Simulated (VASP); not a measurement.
Write the native input for VASP 6.6.1 that does the following.

- Task: electric field gradients
- Functional: PBE
- Potentials or basis: VASP PAW PBE potentials, release 64 (Si)
- Cutoff: 520 eV
- k mesh: 12 × 12 × 12
- Occupations: fermi-dirac, width 0.08 eV
- Spin: no spin polarisation
- Dipole correction: no
- Further INCAR settings: ALGO = Normal; EDIFF = 1e-08; NBANDS = 11

The structure of Si lies in POSCAR:

```
Si
1.0
    0.0000000000      2.7154700000      2.7154700000
    2.7154700000      0.0000000000      2.7154700000
    2.7154700000      2.7154700000      0.0000000000
Si
2
Direct
    0.5000000000      0.5000000000      0.5000000000
    0.7553154702      0.7553154702      0.7553154702
```

This cell differs from its parent crystal: atom 2 (Si) moved by [0.028868, 0.028868, 0.028868] A.

The input as run:

INCAR

```
SYSTEM = Si
ALGO = Normal
EDIFF = 1E-8
ENCUT = 520
GGA = PE
ISIF = 2
ISMEAR = -1
LASPH = .True.
LCHARG = .False.
LEFG = .True.
LREAL = .False.
LWAVE = .False.
NBANDS = 11
NELM = 100
PREC = Accurate
SIGMA = 0.08
```

KPOINTS

```
k-points
0
Gamma
  12 12 12
  0 0 0
```

Potentials or basis: VASP PAW PBE potentials, release 64 (Si).

The run is started by

```bash
$ cat potpaw_PBE.64/Si/POTCAR > POTCAR
$ mpirun -np 1 vasp_std > vasp.out
```

Results of the run:

```json
{
 "Pressure": "2.0 GPa",
 "Largest force": "0.624 eV/Å",
 "Band gap on the k mesh": "0.28 eV (least direct gap 2.12 eV)",
 "Largest electric field gradient by atom": "Si +5.6 V/Å²"
}
```

Caveat: the cell differs from its parent crystal (atom 2 (Si) moved by [0.028868, 0.028868, 0.028868] A); without QUAD_EFG the Cq values of the log hold for a quadrupole moment of 1 mb, not for the nuclei.

Wall time 54 s on 1 thread of AMD EPYC 9R45 96-Core Processor (Zen 5) (shared host), peak memory 0.17 GiB.
